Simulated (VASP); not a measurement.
# BAs (ae) (F-43m) in VASP: notebook

The runs below take BAs (ae) through single point, relaxation of cell and atoms, with PBE.

All numbers are computed with VASP 6.6.1; they aren't measurements. Logs are shortened: lines on timing, memory, paths and dates and some standing lists are left out, and cuts for length are marked.

### Step 1. The cell of the first run

It takes space group F-43m (No. 216, cubic). The conventional cell has a = 4.809 Å, b = 4.809 Å, c = 4.809 Å, α = 90.00°, β = 90.00°, γ = 90.00°. B (site symmetry -43m) has 4 As at 2.08 Å within 2.8 Å. Within 2.8 Å of As (site symmetry -43m) lie 4 B at 2.08 Å.

### Step 2. Single point, PBE

INCAR reads:

```
SYSTEM = BAs
PREC     = Accurate       ! precision mode
ENCUT    = 500            ! plane-wave cutoff, eV
EDIFF    = 1E-6           ! SCF threshold, eV
ISMEAR   = 0              ! smearing method
SIGMA    = 0.02           ! smearing width, eV
LREAL    = .FALSE.        ! projectors in reciprocal space
LASPH    = .TRUE.         ! aspherical terms in the spheres
NELM     = 120            ! most SCF steps
ALGO     = Normal         ! electronic algorithm
ISIF     = 2              ! what is computed and relaxed
LWAVE    = .FALSE.        ! write WAVECAR
LCHARG   = .FALSE.        ! write CHGCAR
GGA      = PE             ! functional
NBANDS   = 11             ! bands
GGA_COMPAT= .FALSE.
```

KPOINTS reads:

```
regular mesh
0
G
  10 10 10
  0 0 0
```

POSCAR reads:

```
BAs
1.0
    0.0000000000      2.4043847275      2.4043847275
    2.4043847275      0.0000000000      2.4043847275
    2.4043847275      2.4043847275      0.0000000000
B As
1 1
Direct
    0.0000000000      0.0000000000      0.0000000000
    0.2500000000      0.2500000000      0.2500000000
```

Potentials or basis: VASP PAW PBE potentials, release 64 (B, As).

On the command line:

```
> cat potpaw_PBE.64/B/POTCAR potpaw_PBE.64/As/POTCAR > POTCAR
> mpirun -np 1 vasp_std > vasp.out
```

OUTCAR:

```text
SYSTEM = BAs
   PREC = Accurate
   ENCUT = 500
   EDIFF = 1E-6
   ISMEAR = 0
   LREAL = .FALSE.
   LASPH = .TRUE.
   NELM = 120
   ISIF = 2
   GGA = PE

 ion  position               nearest neighbor table
   1  0.000  0.000  0.000-   2 2.08   2 2.08   2 2.08   2 2.08
   2  0.250  0.250  0.250-   1 2.08   1 2.08   1 2.08   1 2.08

  LATTYP: Found a face centered cubic cell.
 ALAT       =     4.8087694550

  Lattice vectors:

 A1 = (   0.0000000000,   2.4043847275,   2.4043847275)
 A2 = (   2.4043847275,   0.0000000000,   2.4043847275)
 A3 = (   2.4043847275,   2.4043847275,   0.0000000000)

Analysis of symmetry for initial positions (statically):
=====================================================================
 Subroutine PRICEL returns:
 Original cell was already a primitive cell.

 Routine SETGRP: Setting up the symmetry group for a
 face centered cubic supercell.

 Subroutine GETGRP returns: Found 24 space group operations
 (whereof 24 operations were pure point group operations)
 out of a pool of 48 trial point group operations.

The static configuration has the point symmetry T_d .

Analysis of symmetry for dynamics (positions and initial velocities):
=====================================================================
 Subroutine PRICEL returns:
 Original cell was already a primitive cell.

 Routine SETGRP: Setting up the symmetry group for a
 face centered cubic supercell.

 Subroutine GETGRP returns: Found 24 space group operations
 (whereof 24 operations were pure point group operations)
 out of a pool of 48 trial point group operations.

The dynamic configuration has the point symmetry T_d .

 Subroutine INISYM returns: Found 24 space group operations
 (whereof 24 operations are pure point group operations),
 and found     1 'primitive' translations

----------------------------------------------------------------------------------------

                                     Primitive cell

  volume of cell :      27.7998

  direct lattice vectors                    reciprocal lattice vectors
     0.000000000  2.404384728  2.404384728    -0.207953409  0.207953409  0.207953409
     2.404384728  0.000000000  2.404384728     0.207953409 -0.207953409  0.207953409
     2.404384728  2.404384728  0.000000000     0.207953409  0.207953409 -0.207953409

  length of vectors
     3.400313491  3.400313491  3.400313491     0.360185870  0.360185870  0.360185870

  position of ions in fractional coordinates (direct lattice)
     0.000000000  0.000000000  0.000000000
     0.250000000  0.250000000  0.250000000

  ion indices of the primitive-cell ions
   primitive index   ion index
                 1           1
[... 79 lines left out ...]
   ISIF   =      2    stress and relaxation
   ISYM   =      2    0-nonsym 1-usesym 2-fastsym
   POTIM  = 0.5000    time-step for ionic-motion
   TEBEG  =    0.0;   TEEND  =   0.0 temperature during run
   PSTRESS=    0.0 pullay stress
   NELECT =       8.0000    total number of electrons
   NUPDOWN=      -1.0000    fix difference up-down
   EMIN   =  10.00;   EMAX   =-10.00  energy-range for DOS
   EFERMI =   0.00;   METHOD = LEGACY
   ISMEAR =     0;   SIGMA  =   0.02  broadening in eV -4-tet -1-fermi 0-gaus
   EFERMI_NEDOS =   21; number of points for ismear=-14 and -15
   IALGO  =     38    algorithm
   IMIX   =      4    mixing-type and parameters
     AMIX     =   0.40;   BMIX     =  1.00
     AMIX_MAG =   1.60;   BMIX_MAG =  1.00
  volume/ion in A,a.u.               =      13.90        93.80
  Fermi-wavevector in a.u.,A,eV,Ry     =   1.080830  2.042473 15.894248  1.168194
  Thomas-Fermi vector in A             =   2.216831
   LORBIT       =      0    0 simple, 1 ext, 2 COOP (PROOUT), +10 PAW based schemes
   GGA     = PE    functional components
   LHFCALC =     F    Hartree Fock is set to
   AEXX    =    0.0000 exact exchange contribution
   IVDW    =     0    specifies the selected vdW correction
   LEPSILON=     F    determine dielectric tensor
   LRPA    =     F    only Hartree local field effects (RPA)
 non-spin polarized calculation
 Gauss-broadening in eV      SIGMA  =   0.02
  energy-cutoff  :      500.00
  volume of cell :       27.80
 maximum number of plane-waves:       725
 NGX is ok and might be reduce to    28
   NGX = 13   NGY = 13   NGZ = 13

 number of electron       8.0000000 magnetization

 Free energy of the ion-electron system (eV)
  ---------------------------------------------------
  ext. energy  EPLUGINS =         0.00000000
  ---------------------------------------------------
  free energy    TOTEN  =       -11.41312715 eV

  energy without entropy =      -11.41312715  energy(sigma->0) =      -11.41312715

 E-fermi :   6.0372     XC(G=0): -10.4983

 val. band max:        5.9086810774   @ k =   0.0000   0.0000   0.0000
 cond. band min:       7.1045215468   @ k =   0.4000   0.4000   0.0000
 fundamental gap:      1.1958404694
 Fermi energy:         6.0371624877

 k-point     1 :       0.0000    0.0000    0.0000
  band No.  band energies     occupation
      1      -9.3126      2.00000
      2       5.9087      2.00000
      3       5.9087      2.00000
      4       5.9087      2.00000
      5       9.1605      0.00000
      6       9.1605      0.00000
      7       9.1605      0.00000
      8      10.3439      0.00000
      9      15.3959      0.00000
     10      18.7792      0.00000
     11      18.7792      0.00000
[... 309 lines left out ...]
 k-point    24 :       0.4000    0.3000    0.0000
  band No.  band energies     occupation
      1      -6.7227      2.00000
      2      -0.4960      2.00000
      3       2.0145      2.00000
      4       2.4942      2.00000
      5       7.6151      0.00000
      6       9.2969      0.00000
      7      14.6037      0.00000
      8      14.8472      0.00000
      9      17.7895      0.00000
     10      21.4733      0.00000
     11      21.6514      0.00000

 [... further k-points ...]
[... 5 lines left out ...]
  --------------------------------------------------------------------------------------
  -------------------------------------------------------------------------------------
  Total        0.1110940      0.1110940      0.1110940     -0.0000000     -0.0000000     -0.0000000
  in kB        6.4026458      6.4026458      6.4026458     -0.0000000     -0.0000000     -0.0000000
  external PRESSURE =       6.4026458 kB  Pullay stress =       0.0000000 kB

 VOLUME and BASIS-vectors are now :
 -----------------------------------------------------------------------------
  energy-cutoff  :      500.00
  volume of cell :       27.80
      direct lattice vectors                 reciprocal lattice vectors
     0.000000000  2.404384728  2.404384728    -0.207953409  0.207953409  0.207953409
     2.404384728  0.000000000  2.404384728     0.207953409 -0.207953409  0.207953409
     2.404384728  2.404384728  0.000000000     0.207953409  0.207953409 -0.207953409

 POSITION                                       TOTAL-FORCE (eV/Angst)
 -----------------------------------------------------------------------------------
      0.00000      0.00000      0.00000        -0.000000     -0.000000     -0.000000
      1.20219      1.20219      1.20219         0.000000      0.000000      0.000000
 -----------------------------------------------------------------------------------
    total drift:                               -0.000000     -0.000000     -0.000000

  FREE ENERGIE OF THE ION-ELECTRON SYSTEM (eV)
  ---------------------------------------------------
  free  energy   TOTEN  =       -11.4131271547 eV

  energy  without entropy=      -11.4131271547  energy(sigma->0) =      -11.41312715
```

stdout:

```text
POSCAR found type information on POSCAR B As
 POSCAR found :  2 types and       2 ions
 scaLAPACK will be used
 LDA part: xc-table for (Slater+PW92), standard interpolation
 POSCAR, INCAR and KPOINTS ok, starting setup
 FFT: planning ... GRIDC
 FFT: planning ... GRID_SOFT
 FFT: planning ... GRID
 WAVECAR not read
 entering main loop
```

It took 10 s on 1 thread of Intel Xeon 6975P-C (Granite Rapids), shared host; peak memory 0.16 GiB.

What came out:

```yaml
Free_energy: -11.4131 eV
Pressure: 0.6 GPa
Band_gap_on_the_k_mesh: 1.20 eV, indirect (least direct gap 3.25 eV)
```

A k mesh can miss the band edges. As with any semilocal functional, this PBE gap is likely too small.

### Step 3. Single point, PBE (volume scaled by 1.03)

INCAR reads:

```
PREC     = Accurate       # precision mode
ENCUT    = 500            # plane-wave cutoff, eV
EDIFF    = 1E-6           # SCF threshold, eV
ISMEAR   = 0              # smearing method
SIGMA    = 0.02           # smearing width, eV
LREAL    = False          # projectors in reciprocal space
LASPH    = True           # aspherical terms in the spheres
NELM     = 120            # most SCF steps
ALGO     = Normal         # electronic algorithm
ISIF     = 2              # what is computed and relaxed
LWAVE    = False          # write WAVECAR
LCHARG   = True           # write CHGCAR
GGA      = PE             # functional
LELF     = True           # ELF
LVHAR    = True         
NBANDS   = 11             # bands
GGA_COMPAT= False
```

KPOINTS reads:

```
Automatic mesh
0
Gamma
  10 10 10
```

POSCAR reads:

```
BAs
1.0
    0.0000000000      2.4281920652      2.4281920652
    2.4281920652      0.0000000000      2.4281920652
    2.4281920652      2.4281920652      0.0000000000
B As
1 1
Direct
    0.0000000000      0.0000000000      0.0000000000
    0.2500000000      0.2500000000      0.2500000000
```

Potentials or basis: VASP PAW PBE potentials, release 64 (B, As).

On the command line:

```
> cat potpaw_PBE.64/B/POTCAR potpaw_PBE.64/As/POTCAR > POTCAR
> mpirun -np 1 vasp_std > vasp.out
```

Run time: 10 s. Hardware: 1 thread of Intel Xeon 6975P-C (Granite Rapids), shared host; peak memory 0.16 GiB.

Results (log left out):

```yaml
Free_energy: -11.4067 eV
Pressure: -3.1 GPa
Band_gap_on_the_k_mesh: 1.23 eV, indirect (least direct gap 3.22 eV)
```

Levels at points of the mesh, in eV from the valence-band top:
| k point | band 2 | band 3 | band 4 | band 5 | band 6 | band 7 |
| --- | --- | --- | --- | --- | --- | --- |
| (0.00, 0.00, 0.00) | 0.00 | 0.00 | 0.00 | 3.22 | 3.22 | 3.22 |
| (0.50, 0.00, 0.00) | -8.44 | -1.74 | -1.74 | 2.41 | 4.72 | 4.72 |
| (0.50, 0.50, 0.00) | -8.26 | -3.88 | -3.88 | 1.49 | 1.49 | 10.90 |

### Step 4. Single point, PBE (volume scaled by 1.06)

INCAR reads:

```
  PREC = Accurate
  ENCUT = 500
  EDIFF = 1E-6
  ISMEAR = 0
  SIGMA = 0.02
  LREAL = False
  LASPH = True
  NELM = 120
  ALGO = Normal
  ISIF = 2
  LWAVE = False
  LCHARG = False
  GGA = PE
  NBANDS = 11
  GGA_COMPAT = False
```

KPOINTS reads:

```
regular mesh
0
Gamma
  10 10 10
```

POSCAR reads:

```
BAs
1.0
    0.0000000000      2.4515414982      2.4515414982
    2.4515414982      0.0000000000      2.4515414982
    2.4515414982      2.4515414982      0.0000000000
B As
1 1
Direct
    0.0000000000      0.0000000000      0.0000000000
    0.2500000000      0.2500000000      0.2500000000
```

Potentials or basis: VASP PAW PBE potentials, release 64 (B, As).

On the command line:

```
> cat potpaw_PBE.64/B/POTCAR potpaw_PBE.64/As/POTCAR > POTCAR
> mpirun -np 1 vasp_std > vasp.out
```

OUTCAR:

```text
PREC = Accurate
   ENCUT = 500
   EDIFF = 1E-6
   ISMEAR = 0
   LREAL = False
   LASPH = True
   NELM = 120
   ISIF = 2
   GGA = PE

 ion  position               nearest neighbor table
   1  0.000  0.000  0.000-   2 2.12   2 2.12   2 2.12   2 2.12
   2  0.250  0.250  0.250-   1 2.12   1 2.12   1 2.12   1 2.12

  LATTYP: Found a face centered cubic cell.
 ALAT       =     4.9030829964

  Lattice vectors:

 A1 = (   0.0000000000,   2.4515414982,   2.4515414982)
 A2 = (   2.4515414982,   0.0000000000,   2.4515414982)
 A3 = (   2.4515414982,   2.4515414982,   0.0000000000)

Analysis of symmetry for initial positions (statically):
=====================================================================
 Subroutine PRICEL returns:
 Original cell was already a primitive cell.

 Routine SETGRP: Setting up the symmetry group for a
 face centered cubic supercell.

 Subroutine GETGRP returns: Found 24 space group operations
 (whereof 24 operations were pure point group operations)
 out of a pool of 48 trial point group operations.

The static configuration has the point symmetry T_d .

Analysis of symmetry for dynamics (positions and initial velocities):
=====================================================================
 Subroutine PRICEL returns:
 Original cell was already a primitive cell.

 Routine SETGRP: Setting up the symmetry group for a
 face centered cubic supercell.

 Subroutine GETGRP returns: Found 24 space group operations
 (whereof 24 operations were pure point group operations)
 out of a pool of 48 trial point group operations.

The dynamic configuration has the point symmetry T_d .

 Subroutine INISYM returns: Found 24 space group operations
 (whereof 24 operations are pure point group operations),
 and found     1 'primitive' translations

----------------------------------------------------------------------------------------

                                     Primitive cell
[... 113 lines left out ...]
  Fermi-wavevector in a.u.,A,eV,Ry     =   1.060040  2.003185 15.288659  1.123685
  Thomas-Fermi vector in A             =   2.195407
   LORBIT       =      0    0 simple, 1 ext, 2 COOP (PROOUT), +10 PAW based schemes
   GGA     = PE    functional components
   LHFCALC =     F    Hartree Fock is set to
   AEXX    =    0.0000 exact exchange contribution
   IVDW    =     0    specifies the selected vdW correction
   LEPSILON=     F    determine dielectric tensor
   LRPA    =     F    only Hartree local field effects (RPA)
 non-spin polarized calculation
 Gauss-broadening in eV      SIGMA  =   0.02
  energy-cutoff  :      500.00
  volume of cell :       29.47
 maximum number of plane-waves:       763
 NGX is ok and might be reduce to    28
   NGX = 13   NGY = 13   NGZ = 13

 number of electron       8.0000000 magnetization

 Free energy of the ion-electron system (eV)
  ---------------------------------------------------
  ext. energy  EPLUGINS =         0.00000000
  ---------------------------------------------------
  free energy    TOTEN  =       -11.38213043 eV

  energy without entropy =      -11.38213043  energy(sigma->0) =      -11.38213043

 E-fermi :   5.4653     XC(G=0): -10.2486

 val. band max:        5.2918783194   @ k =   0.0000   0.0000   0.0000
 cond. band min:       6.5443597319   @ k =   0.4000   0.4000   0.0000
 fundamental gap:      1.2524814125
 Fermi energy:         5.4652760234

 k-point     1 :       0.0000    0.0000    0.0000
  band No.  band energies     occupation
      1      -9.4208      2.00000
      2       5.2919      2.00000
      3       5.2919      2.00000
      4       5.2919      2.00000
      5       8.4743      0.00000
      6       8.4743      0.00000
      7       8.4743      0.00000
      8       9.0091      0.00000
      9      14.5118      0.00000
     10      17.9339      0.00000
     11      17.9339      0.00000
[... 309 lines left out ...]
 k-point    24 :       0.4000    0.3000    0.0000
  band No.  band energies     occupation
      1      -6.9877      2.00000
      2      -0.9622      2.00000
      3       1.6315      2.00000
      4       2.0813      2.00000
      5       7.0257      0.00000
      6       8.6466      0.00000
      7      13.5887      0.00000
      8      13.8557      0.00000
      9      16.6810      0.00000
     10      20.1472      0.00000
     11      20.6662      0.00000

 [... further k-points ...]
[... 5 lines left out ...]
  --------------------------------------------------------------------------------------
  -------------------------------------------------------------------------------------
  Total       -1.1599574     -1.1599574     -1.1599574      0.0000000      0.0000000      0.0000000
  in kB      -63.0673908    -63.0673908    -63.0673908      0.0000000      0.0000000      0.0000000
  external PRESSURE =     -63.0673908 kB  Pullay stress =       0.0000000 kB

 VOLUME and BASIS-vectors are now :
 -----------------------------------------------------------------------------
  energy-cutoff  :      500.00
  volume of cell :       29.47
      direct lattice vectors                 reciprocal lattice vectors
     0.000000000  2.451541498  2.451541498    -0.203953309  0.203953309  0.203953309
     2.451541498  0.000000000  2.451541498     0.203953309 -0.203953309  0.203953309
     2.451541498  2.451541498  0.000000000     0.203953309  0.203953309 -0.203953309

 POSITION                                       TOTAL-FORCE (eV/Angst)
 -----------------------------------------------------------------------------------
      0.00000      0.00000      0.00000         0.000000      0.000000      0.000000
      1.22577      1.22577      1.22577        -0.000000     -0.000000     -0.000000
 -----------------------------------------------------------------------------------
    total drift:                               -0.000000     -0.000000     -0.000000

  FREE ENERGIE OF THE ION-ELECTRON SYSTEM (eV)
  ---------------------------------------------------
  free  energy   TOTEN  =       -11.3821304287 eV

  energy  without entropy=      -11.3821304287  energy(sigma->0) =      -11.38213043
```

OSZICAR:

```text
N       E                     dE             d eps       ncg     rms          rms(c)
DAV:   1     0.118714298231E+02    0.11871E+02   -0.36851E+03  1034   0.617E+02
DAV:   2    -0.111495630491E+02   -0.23021E+02   -0.21919E+02  1452   0.994E+01
DAV:   3    -0.118787042293E+02   -0.72914E+00   -0.72752E+00  1267   0.164E+01
DAV:   4    -0.118808667355E+02   -0.21625E-02   -0.21623E-02  1150   0.101E+00
DAV:   5    -0.118808705347E+02   -0.37992E-05   -0.37992E-05  1236   0.452E-02    0.440E+00
DAV:   6    -0.114298501240E+02    0.45102E+00   -0.13570E+00  1079   0.451E+00    0.216E+00
DAV:   7    -0.113873018826E+02    0.42548E-01   -0.13932E-01  1201   0.186E+00    0.922E-01
DAV:   8    -0.113816600161E+02    0.56419E-02   -0.18232E-02  1151   0.755E-01    0.905E-02
DAV:   9    -0.113819623053E+02   -0.30229E-03   -0.79709E-04  1163   0.155E-01    0.508E-02
DAV:  10    -0.113821234196E+02   -0.16111E-03   -0.19683E-04  1078   0.844E-02    0.114E-02
DAV:  11    -0.113821299551E+02   -0.65356E-05   -0.62119E-06  1291   0.164E-02    0.888E-03
DAV:  12    -0.113821304287E+02   -0.47357E-06   -0.29038E-06  1058   0.931E-03
   1 F= -.11382130E+02 E0= -.11382130E+02  d E =-.767338E-37
```

stdout:

```text
POSCAR found type information on POSCAR B As
 POSCAR found :  2 types and       2 ions
 scaLAPACK will be used
 LDA part: xc-table for (Slater+PW92), standard interpolation
 POSCAR, INCAR and KPOINTS ok, starting setup
 FFT: planning ... GRIDC
 FFT: planning ... GRID_SOFT
 FFT: planning ... GRID
 WAVECAR not read
 entering main loop
```

Wall time 7.9 s (1 thread of Intel Xeon 6975P-C (Granite Rapids), shared host); peak memory 0.16 GiB.

Results:

```
Free energy            : -11.3821 eV
Pressure               : -6.3 GPa
Band gap on the k mesh : 1.25 eV, indirect (least direct gap 3.18 eV)
```

(Part 1 of 2 ends here.)
